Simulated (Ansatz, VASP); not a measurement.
Sb in VASP and in Ansatz

The input INCAR:

```
  PREC = Accurate
  ENCUT = 600
  EDIFF = 1E-7
  ISMEAR = 0
  SIGMA = 0.1
  LREAL = False
  LASPH = True
  NELM = 80
  ALGO = Normal
  ISIF = 3
  LWAVE = False
  LCHARG = False
  GGA = CA
  IBRION = 2
  NSW = 80
  EDIFFG = -0.001
```

The input KPOINTS:

```
Automatic mesh
0
Gamma
  16 16 16
```

The input POSCAR:

```
Sb
1.0
    2.1542000000      1.2437279499      3.7580000000
   -2.1542000000      1.2437279499      3.7580000000
    0.0000000000     -2.4874558998      3.7580000000
Sb
2
Direct
    0.2334900000      0.2334900000      0.2334900000
    0.7665100000      0.7665100000      0.7665100000
```

Input for Ansatz:

```yaml
crystal:
  lattice:
    - [2.1542, 1.2437279499, 3.758]
    - [-2.1542, 1.2437279499, 3.758]
    - [0.0, -2.4874558998, 3.758]
  atoms:
    - { symbol: Sb, position: [0.23349, 0.23349, 0.23349] }
    - { symbol: Sb, position: [0.76651, 0.76651, 0.76651] }
scf:
  occupations: { method: gaussian, width: 0.1 }
output:
  forces: true
  stress: true
  eigenvalues: true
  write_density: true
  write_potential: true
  elf: true
  volumetric_format: npy
hamiltonian:
  xc: lda
relax:
  f_tol: 0.001
  max_steps: 60
  cell: { stress_tol: 0.03 }
kpoints:
  mp_grid: { grid: [16, 16, 16] }
```

Alike in both runs: task relaxation of cell and atoms; functional LDA; k mesh 16 × 16 × 16; occupations gaussian, width 0.1 eV; no spin polarisation.

```csv
,VASP,Ansatz
version,VASP 6.6.1,Ansatz 0.2.0
potentials or method,"VASP PAW LDA potentials, release 64 (Sb)","scalar-relativistic, plane waves, PAW"
plane-wave cutoff (eV),600,420
valence electrons in the cell,10,30
```

VASP gave:

```
gap on the k mesh at the Fermi level, each at its own relaxed structure (eV) : none
relaxed volume (Å³/atom)                                                     : 29.18
relaxed cell length with the largest relative difference (Å)                 : 4.410
```

Task: What did Ansatz give for the same quantities?

Result: gap on the k mesh at the Fermi level, each at its own relaxed structure (eV): none; relaxed volume (Å³/atom): 29.14; relaxed cell length with the largest relative difference (Å): 4.414.

LDA's correlation is that of Perdew and Zunger in VASP and of Perdew and Wang (1992) in Ansatz. A gap of «none» marks a metal or a gap that the smearing closes. VASP's potentials hold 10 valence electrons a cell and Ansatz's 30, so a difference there can come from the potentials and not from the codes.

Spin-orbit coupling is off throughout.
